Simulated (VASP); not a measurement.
# As (Pm-3m) in VASP: a series of runs, part 2 of 2

VASP 6.6.1.

## (4) Density of states, LDA

This run uses another cell than the first one, of 19.09 Å³/atom, 2.500 times its volume.

The input, POSCAR:

```
As
1.0
    2.6724660729      0.0000000000      0.0000000000
    0.0000000000      2.6724660729      0.0000000000
    0.0000000000      0.0000000000      2.6724660729
As
1
Direct
    0.0000000000      0.0000000000      0.0000000000
```

The input, INCAR.step1:

```
SYSTEM = As
PREC = Accurate
ENCUT = 520
EDIFF = 1E-7
ISMEAR = -1
SIGMA = 0.08
LREAL = .FALSE.
LASPH = .TRUE.
NELM = 80
ALGO = Normal
ISIF = 2
LWAVE = .FALSE.
LCHARG = .TRUE.
NBANDS = 8
```

The input, KPOINTS.step1:

```
regular mesh
0
G
  15 15 15
  0 0 0
```

The input, INCAR.step2:

```
SYSTEM = As
PREC = Accurate
ENCUT = 520
EDIFF = 1E-7
ISMEAR = -5
SIGMA = 0.08
LREAL = .FALSE.
LASPH = .TRUE.
NELM = 80
ALGO = Normal
ISIF = 2
LWAVE = .FALSE.
LCHARG = .FALSE.
LORBIT = 10
NBANDS = 8
NEDOS = 1001
ICHARG = 11
```

The input, KPOINTS.step2:

```
regular mesh
0
G
  23 23 23
  0 0 0
```

Potentials or basis: VASP PAW LDA potentials, release 64 (As).

Started as:

```
> cat potpaw_LDA.64/As/POTCAR > POTCAR
> cp INCAR.step1 INCAR
> cp KPOINTS.step1 KPOINTS
> mpirun -np 1 vasp_std > vasp.out
> cp INCAR.step2 INCAR
> cp KPOINTS.step2 KPOINTS
> mpirun -np 1 vasp_std > vasp.out
```

OUTCAR:

```text
SYSTEM = As
   PREC = Accurate
   ENCUT = 520
   EDIFF = 1E-7
   ISMEAR = -5
   LREAL = .FALSE.
   LASPH = .TRUE.
   NELM = 80
   ISIF = 2
   LORBIT = 10
   ICHARG = 11

 ion  position               nearest neighbor table
   1  0.000  0.000  0.000-

  LATTYP: Found a simple cubic cell.
 ALAT       =     2.6724660729

  Lattice vectors:

 A1 = (   2.6724660729,   0.0000000000,   0.0000000000)
 A2 = (   0.0000000000,   2.6724660729,   0.0000000000)
 A3 = (   0.0000000000,   0.0000000000,   2.6724660729)

Analysis of symmetry for initial positions (statically):
=====================================================================
 Subroutine PRICEL returns:
 Original cell was already a primitive cell.

 Routine SETGRP: Setting up the symmetry group for a
 simple cubic supercell.

 Subroutine GETGRP returns: Found 48 space group operations
 (whereof 48 operations were pure point group operations)
 out of a pool of 48 trial point group operations.

The static configuration has the point symmetry O_h .

Analysis of symmetry for dynamics (positions and initial velocities):
=====================================================================
 Subroutine PRICEL returns:
 Original cell was already a primitive cell.

 Routine SETGRP: Setting up the symmetry group for a
 simple cubic supercell.

 Subroutine GETGRP returns: Found 48 space group operations
 (whereof 48 operations were pure point group operations)
 out of a pool of 48 trial point group operations.

The dynamic configuration has the point symmetry O_h .

 Subroutine INISYM returns: Found 48 space group operations
 (whereof 48 operations are pure point group operations),
 and found     1 'primitive' translations

----------------------------------------------------------------------------------------
[... 116 lines left out ...]
  Thomas-Fermi vector in A             =   2.182379
   LORBIT       =     10    0 simple, 1 ext, 2 COOP (PROOUT), +10 PAW based schemes
   GGA     = CA    functional components
   LHFCALC =     F    Hartree Fock is set to
   AEXX    =    0.0000 exact exchange contribution
   IVDW    =     0    specifies the selected vdW correction
   LEPSILON=     F    determine dielectric tensor
   LRPA    =     F    only Hartree local field effects (RPA)
 non-spin polarized calculation
 Fermi weights with tetrahedron method with Bloechl corrections
  energy-cutoff  :      520.00
  volume of cell :       19.09
 maximum number of plane-waves:       531
 NGX is ok and might be reduce to    20

 number of electron       5.0000001 magnetization

 Free energy of the ion-electron system (eV)
  ---------------------------------------------------
  ext. energy  EPLUGINS =         0.00000000
  ---------------------------------------------------
  free energy    TOTEN  =        -5.32097460 eV

  energy without entropy =       -5.32097460  energy(sigma->0) =       -5.32097460

 E-fermi :   6.3966     XC(G=0): -10.7388

 val. band max:        6.5405904022   @ k =   0.1739   0.1739   0.0870
 cond. band min:       6.3075288747   @ k =   0.3043   0.3043   0.3043
 fundamental gap:     -0.2330615276
 Fermi energy:         6.3966410343

 k-point     1 :       0.0000    0.0000    0.0000
  band No.  band energies     occupation
      1      -8.9510      2.00000
      2      10.5906      0.00000
      3      10.5906      0.00000
      4      10.5906      0.00000
      5      14.9724      0.00000
      6      14.9724      0.00000
      7      17.0833      0.00000
      8      31.7059      0.00000
[... 243 lines left out ...]
 k-point    24 :       0.0870    0.0870    0.0000
  band No.  band energies     occupation
      1      -8.6635      2.00000
      2       8.8585      0.00000
      3       9.1750      0.00000
      4      10.8452      0.00000
      5      15.6832      0.00000
      6      17.2317      0.00000
      7      18.4927      0.00000
      8      27.7401      0.00000

 [... further k-points ...]

------------------------ aborting loop because EDIFF is reached ----------------------------------------

  FORCE on cell =-STRESS in cart. coord.  units (eV):
  Direction    XX          YY          ZZ          XY          YZ          ZX
  --------------------------------------------------------------------------------------
  -------------------------------------------------------------------------------------
  Total        0.0458483      0.0458483      0.0458483      0.0000000      0.0000000      0.0000000
  in kB        3.8485545      3.8485545      3.8485545      0.0000000      0.0000000      0.0000000
  external PRESSURE =       3.8485545 kB  Pullay stress =       0.0000000 kB

 VOLUME and BASIS-vectors are now :
 -----------------------------------------------------------------------------
  energy-cutoff  :      520.00
  volume of cell :       19.09
      direct lattice vectors                 reciprocal lattice vectors
     2.672466073  0.000000000  0.000000000     0.374186228  0.000000000  0.000000000
     0.000000000  2.672466073  0.000000000     0.000000000  0.374186228  0.000000000
     0.000000000  0.000000000  2.672466073     0.000000000  0.000000000  0.374186228

 POSITION                                       TOTAL-FORCE (eV/Angst)
 -----------------------------------------------------------------------------------
      0.00000      0.00000      0.00000         0.000000      0.000000      0.000000
 -----------------------------------------------------------------------------------
    total drift:                               -0.000000     -0.000000      0.000000

  FREE ENERGIE OF THE ION-ELECTRON SYSTEM (eV)
  ---------------------------------------------------
  free  energy   TOTEN  =        -5.3209746031 eV

  energy  without entropy=       -5.3209746031  energy(sigma->0) =       -5.32097460

 total charge

# of ion       s       p       d       tot
------------------------------------------
    1        1.303   1.355   0.060   2.718
```

Wall time 31 s (1 thread of Intel Xeon Platinum 8488C (Sapphire Rapids), shared host); peak memory 0.16 GiB.

Results:

* Valence electrons inside the program's atomic spheres: As 2.72

Caveat: tetrahedron occupations give inexact forces and stress in metals.
